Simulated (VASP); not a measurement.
# Ni (Fm-3m) in VASP: a series of runs

Runs on Ni. Level: PBEsol. Tasks: single point, relaxation of cell and atoms.

All numbers are computed with VASP 6.6.1; they aren't measurements. Logs are shortened: lines on timing, memory, paths and dates and some standing lists are left out, and cuts for length are marked.

## 1. The cell of the first run

Symmetry: Fm-3m, No. 225, cubic system. The conventional cell has a = 3.524 Å, b = 3.524 Å, c = 3.524 Å, α = 90.00°, β = 90.00°, γ = 90.00°. Within 3.3 Å of Ni (site symmetry m-3m) lie 12 Ni at 2.49 Å.

## 2. Single point, PBEsol, collinear spin, ferromagnetic start

File INCAR:

```
ALGO = Normal
EDIFF = 1E-6
ENCUT = 520
GGA = PS
ISIF = 2
ISMEAR = 0
ISPIN = 2
LASPH = T
LCHARG = F
LMAXMIX = 4
LORBIT = 11
LREAL = F
LWAVE = F
MAGMOM = 2
NBANDS = 15
NELM = 150
PREC = Accurate
SIGMA = 0.1
```

File KPOINTS:

```
k-points
0
Gamma
  8 8 8
```

File POSCAR:

```
Ni
1.0
    0.0000000000      1.7619350000      1.7619350000
    1.7619350000      0.0000000000      1.7619350000
    1.7619350000      1.7619350000      0.0000000000
Ni
1
Direct
    0.0000000000      0.0000000000      0.0000000000
```

Potentials or basis: VASP PAW PBE potentials, release 64 (Ni).

Launch:

```
> cat potpaw_PBE.64/Ni/POTCAR > POTCAR
> mpirun -np 1 vasp_std > vasp.out
```

OUTCAR:

```text
EDIFF = 1E-6
   ENCUT = 520
   GGA = PS
   ISIF = 2
   ISMEAR = 0
   ISPIN = 2
   LASPH = T
   LORBIT = 11
   LREAL = F
   NELM = 150
   PREC = Accurate

 ion  position               nearest neighbor table
   1  0.000  0.000  0.000-

  LATTYP: Found a face centered cubic cell.
 ALAT       =     3.5238700000

  Lattice vectors:

 A1 = (   0.0000000000,   1.7619350000,   1.7619350000)
 A2 = (   1.7619350000,   0.0000000000,   1.7619350000)
 A3 = (   1.7619350000,   1.7619350000,   0.0000000000)

Analysis of symmetry for initial positions (statically):
=====================================================================
 Subroutine PRICEL returns:
 Original cell was already a primitive cell.

 Routine SETGRP: Setting up the symmetry group for a
 face centered cubic supercell.

 Subroutine GETGRP returns: Found 48 space group operations
 (whereof 48 operations were pure point group operations)
 out of a pool of 48 trial point group operations.

The static configuration has the point symmetry O_h .

Analysis of symmetry for dynamics (positions and initial velocities):
=====================================================================
 Subroutine PRICEL returns:
 Original cell was already a primitive cell.

 Routine SETGRP: Setting up the symmetry group for a
 face centered cubic supercell.

 Subroutine GETGRP returns: Found 48 space group operations
 (whereof 48 operations were pure point group operations)
 out of a pool of 48 trial point group operations.

The dynamic configuration has the point symmetry O_h .

Analysis of structural, dynamic, and magnetic symmetry:
=====================================================================
 Subroutine PRICEL returns:
 Original cell was already a primitive cell.

 Routine SETGRP: Setting up the symmetry group for a
 face centered cubic supercell.

 Subroutine GETGRP returns: Found 48 space group operations
 (whereof 48 operations were pure point group operations)
 out of a pool of 48 trial point group operations.

The overall configuration has the point symmetry O_h .

 Subroutine INISYM returns: Found 48 space group operations
 (whereof 48 operations are pure point group operations),
 and found     1 'primitive' translations

----------------------------------------------------------------------------------------

                                     Primitive cell

  volume of cell :      10.9396

  direct lattice vectors                    reciprocal lattice vectors
     0.000000000  1.761935000  1.761935000    -0.283778914  0.283778914  0.283778914
     1.761935000  0.000000000  1.761935000     0.283778914 -0.283778914  0.283778914
     1.761935000  1.761935000  0.000000000     0.283778914  0.283778914 -0.283778914

  length of vectors
     2.491752373  2.491752373  2.491752373     0.491519496  0.491519496  0.491519496

  position of ions in fractional coordinates (direct lattice)
     0.000000000  0.000000000  0.000000000

  ion indices of the primitive-cell ions
   primitive index   ion index
                 1           1

----------------------------------------------------------------------------------------

 KPOINTS: k-points

Automatic generation of k-mesh.
 Grid dimensions read from file:
 generate k-points for:    8    8    8

 Generating k-lattice:

  Cartesian coordinates                     Fractional coordinates (reciprocal lattice)
    -0.035472364  0.035472364  0.035472364     0.125000000  0.000000000  0.000000000
     0.035472364 -0.035472364  0.035472364     0.000000000  0.125000000  0.000000000
     0.035472364  0.035472364 -0.035472364     0.000000000  0.000000000  0.125000000

  Length of vectors
     0.061439937  0.061439937  0.061439937

  Shift w.r.t. Gamma in fractional coordinates (k-lattice)
     0.000000000  0.000000000  0.000000000

 Subroutine IBZKPT returns following result:
 ===========================================

 Found     29 irreducible k-points:

 Following reciprocal coordinates:
            Coordinates               Weight
  0.000000  0.000000  0.000000      1.000000
  0.125000  0.000000  0.000000      8.000000
  0.250000  0.000000  0.000000      8.000000
  0.375000  0.000000  0.000000      8.000000
  0.500000  0.000000  0.000000      4.000000
  0.125000  0.125000  0.000000      6.000000
[... 16 lines left out ...]
  0.500000  0.250000  0.125000     48.000000
 -0.375000  0.250000  0.125000     24.000000
 [... further k-points ...]
   k-points           NKPTS =     29   k-points in BZ     NKDIM =     29   number of bands    NBANDS=     15
   number of dos      NEDOS =    301   number of ions     NIONS =      1
   total plane-waves  NPLWV =   8000
   dimension x,y,z NGX =    20 NGY =   20 NGZ =   20
   dimension x,y,z NGXF=    40 NGYF=   40 NGZF=   40
   ions per type =               1
   NGX,Y,Z   is equivalent  to a cutoff of  13.34, 13.34, 13.34 a.u.
   NGXF,Y,Z  is equivalent  to a cutoff of  26.69, 26.69, 26.69 a.u.
 SYSTEM =  unknown system
   PREC   = accura    normal or accurate (medium, high low for compatibility)
   ISTART =      0    job   : 0-new  1-cont  2-samecut
   ICHARG =      2    charge: 1-file 2-atom 10-const
   ISPIN  =      2    spin polarized calculation?
   LNONCOLLINEAR =      F non collinear calculations
   LSORBIT =      F    spin-orbit coupling
   LASPH  =      T    aspherical Exc in radial PAW
   ENCUT  =  520.0 eV  38.22 Ry    6.18 a.u.   4.63  4.63  4.63*2*pi/ulx,y,z
   NELM   =    150;   NELMIN=  2; NELMDL= -5     # of ELM steps
   EDIFF  = 0.1E-05   stopping-criterion for ELM
   LREAL  =      F    real-space projection
   EDIFFG = 0.1E-04   stopping-criterion for IOM
   NSW    =      0    number of steps for IOM
   IBRION =     -1    ionic relax: 0-MD 1-quasi-New 2-CG
   NFREE  =      0    steps in history (QN), initial steepest desc. (CG)
   ISIF   =      2    stress and relaxation
   ISYM   =      2    0-nonsym 1-usesym 2-fastsym
   POTIM  = 0.5000    time-step for ionic-motion
   TEBEG  =    0.0;   TEEND  =   0.0 temperature during run
   PSTRESS=    0.0 pullay stress
   NELECT =      10.0000    total number of electrons
   NUPDOWN=      -1.0000    fix difference up-down
   EMIN   =  10.00;   EMAX   =-10.00  energy-range for DOS
   EFERMI =   0.00;   METHOD = LEGACY
   ISMEAR =     0;   SIGMA  =   0.10  broadening in eV -4-tet -1-fermi 0-gaus
   EFERMI_NEDOS =   21; number of points for ismear=-14 and -15
   IALGO  =     38    algorithm
   IMIX   =      4    mixing-type and parameters
     AMIX     =   0.40;   BMIX     =  1.00
     AMIX_MAG =   1.60;   BMIX_MAG =  1.00
  volume/ion in A,a.u.               =      10.94        73.82
  Fermi-wavevector in a.u.,A,eV,Ry     =   1.588821  3.002436 34.345893  2.524352
  Thomas-Fermi vector in A             =   2.687765
   LORBIT       =     11    0 simple, 1 ext, 2 COOP (PROOUT), +10 PAW based schemes
   GGA     = PS    functional components
   LHFCALC =     F    Hartree Fock is set to
   AEXX    =    0.0000 exact exchange contribution
   IVDW    =     0    specifies the selected vdW correction
   LEPSILON=     F    determine dielectric tensor
   LRPA    =     F    only Hartree local field effects (RPA)
 spin polarized calculation
 Gauss-broadening in eV      SIGMA  =   0.10
  energy-cutoff  :      520.00
  volume of cell :       10.94
 maximum number of plane-waves:       304
   NGX =  9   NGY =  9   NGZ =  9

 number of electron      10.0000010 magnetization       0.6992031

 Free energy of the ion-electron system (eV)
  ---------------------------------------------------
  ext. energy  EPLUGINS =         0.00000000
  ---------------------------------------------------
  free energy    TOTEN  =        -6.12032188 eV

  energy without entropy =       -6.11057132  energy(sigma->0) =       -6.11544660

 E-fermi :   9.1020     XC(G=0): -13.4054

 val. band max:        9.0999791653   @ k =  -0.2500   0.3750   0.1250
 cond. band min:       9.1041708480   @ k =   0.3750   0.3750   0.0000
 fundamental gap:      0.0041916827
 Fermi energy:         9.1019991667

 spin component 1

 k-point     1 :       0.0000    0.0000    0.0000
  band No.  band energies     occupation
      1       0.0821      1.00000
      2       6.6408      1.00000
      3       6.6408      1.00000
      4       6.6408      1.00000
      5       7.7962      1.00000
      6       7.7962      1.00000
      7      32.7584      0.00000
      8      36.5484      0.00000
      9      36.5484      0.00000
     10      36.5484      0.00000
     11      39.4367      0.00000
     12      39.4367      0.00000
     13      39.4367      0.00000
     14      42.5024      0.00000
     15      48.6719      0.00000

 k-point     2 :       0.1250    0.0000    0.0000
  band No.  band energies     occupation
      1       0.6826      1.00000
      2       6.4998      1.00000
      3       6.7597      1.00000
      4       6.7597      1.00000
      5       7.7547      1.00000
      6       7.7547      1.00000
      7      29.7894      0.00000
      8      33.7646      0.00000
      9      35.4987      0.00000
     10      35.4987      0.00000
     11      40.6716      0.00000
     12      41.0236      0.00000
     13      41.0236      0.00000
     14      45.3655      0.00000
     15      45.3655      0.00000
[... 365 lines left out ...]
      3       6.3332      1.00000
      4       7.3941      1.00000
      5       8.1451      1.00000
      6      10.1510      0.00000
      7      18.8242      0.00000
      8      24.4185      0.00000
      9      27.5244      0.00000
     10      35.0821      0.00000
     11      38.8010      0.00000
     12      43.1972      0.00000
     13      46.1035      0.00000
     14      51.0460      0.00000
     15      53.4215      0.00000

 k-point    24 :      -0.3750    0.2500    0.1250
  band No.  band energies     occupation
      1       5.1151      1.00000
      2       5.9653      1.00000
      3       6.5566      1.00000
      4       7.2711      1.00000
      5       8.3664      1.00000
      6      12.3950      0.00000
      7      15.0960      0.00000
      8      24.9904      0.00000
      9      25.8468      0.00000
     10      34.6889      0.00000
     11      38.8137      0.00000
     12      46.1724      0.00000
     13      48.5571      0.00000
     14      49.2545      0.00000
     15      50.6937      0.00000

 [... further k-points ...]

 spin component 2

 k-point     1 :       0.0000    0.0000    0.0000
  band No.  band energies     occupation
      1       0.0855      1.00000
      2       7.4320      1.00000
      3       7.4320      1.00000
      4       7.4320      1.00000
      5       8.4822      1.00000
      6       8.4822      1.00000
      7      32.6538      0.00000
      8      36.5674      0.00000
      9      36.5674      0.00000
     10      36.5674      0.00000
     11      39.5808      0.00000
     12      39.5808      0.00000
     13      39.5808      0.00000
     14      42.4121      0.00000
     15      48.8860      0.00000

 k-point     2 :       0.1250    0.0000    0.0000
  band No.  band energies     occupation
      1       0.6875      1.00000
      2       7.2696      1.00000
      3       7.5533      1.00000
      4       7.5533      1.00000
      5       8.4402      1.00000
      6       8.4402      1.00000
      7      29.8696      0.00000
      8      33.7019      0.00000
      9      35.5838      0.00000
     10      35.5838      0.00000
     11      40.6568      0.00000
     12      41.0751      0.00000
     13      41.0751      0.00000
     14      45.5671      0.00000
     15      45.5671      0.00000
[... 365 lines left out ...]
      3       6.9930      1.00000
      4       8.0929      1.00000
      5       8.9529      0.98253
      6      10.7241      0.00000
      7      19.0630      0.00000
      8      24.5525      0.00000
      9      27.6412      0.00000
     10      35.1368      0.00000
     11      38.8578      0.00000
     12      43.3169      0.00000
     13      46.1165      0.00000
     14      51.2120      0.00000
     15      54.0394      0.00000

 k-point    24 :      -0.3750    0.2500    0.1250
  band No.  band energies     occupation
      1       5.6555      1.00000
      2       6.4478      1.00000
      3       7.1931      1.00000
      4       7.9616      1.00000
      5       9.2053      0.07199
      6      12.7046      0.00000
      7      15.4746      0.00000
      8      25.1069      0.00000
      9      25.9875      0.00000
     10      34.7242      0.00000
     11      38.8950      0.00000
     12      46.1744      0.00000
     13      48.6497      0.00000
     14      49.4020      0.00000
     15      51.0120      0.00000

 [... further k-points ...]
[... 5 lines left out ...]
  --------------------------------------------------------------------------------------
  -------------------------------------------------------------------------------------
  Total       -0.6981697     -0.6981697     -0.6981697      0.0000000      0.0000000      0.0000000
  in kB     -102.2520348   -102.2520348   -102.2520348      0.0000000      0.0000000      0.0000000
  external PRESSURE =    -102.2520348 kB  Pullay stress =       0.0000000 kB

 VOLUME and BASIS-vectors are now :
 -----------------------------------------------------------------------------
  energy-cutoff  :      520.00
  volume of cell :       10.94
      direct lattice vectors                 reciprocal lattice vectors
     0.000000000  1.761935000  1.761935000    -0.283778914  0.283778914  0.283778914
     1.761935000  0.000000000  1.761935000     0.283778914 -0.283778914  0.283778914
     1.761935000  1.761935000  0.000000000     0.283778914  0.283778914 -0.283778914

 POSITION                                       TOTAL-FORCE (eV/Angst)
 -----------------------------------------------------------------------------------
      0.00000      0.00000      0.00000         0.000000      0.000000      0.000000
 -----------------------------------------------------------------------------------
    total drift:                                0.000000     -0.000000      0.000000

  FREE ENERGIE OF THE ION-ELECTRON SYSTEM (eV)
  ---------------------------------------------------
  free  energy   TOTEN  =        -6.1203218754 eV

  energy  without entropy=       -6.1105713161  energy(sigma->0) =       -6.11544660

 total charge

# of ion       s       p       d       tot
------------------------------------------
    1        0.499   0.503   8.299   9.301

 magnetization (x)

# of ion       s       p       d       tot
------------------------------------------
    1       -0.004  -0.021   0.733   0.708
```

Wall time 5.8 s (1 thread of Intel Xeon 6975P-C (Granite Rapids), shared host); peak memory 0.13 GiB.

Results:

| Property | Result |
| --- | --- |
| Free energy | -6.1203 eV |
| Pressure | -10.2 GPa |
| Net moment | 0.70 μB per cell |
| Site moments | Ni +0.71 μB |
| Valence electrons inside the program's atomic spheres | Ni 9.30 |

Caveat: the k points lie up to 0.39 Å⁻¹ apart; the PAW data sets were made with another functional, which shifts forces and pressure a little.

(Part 1 of 2 ends here.)
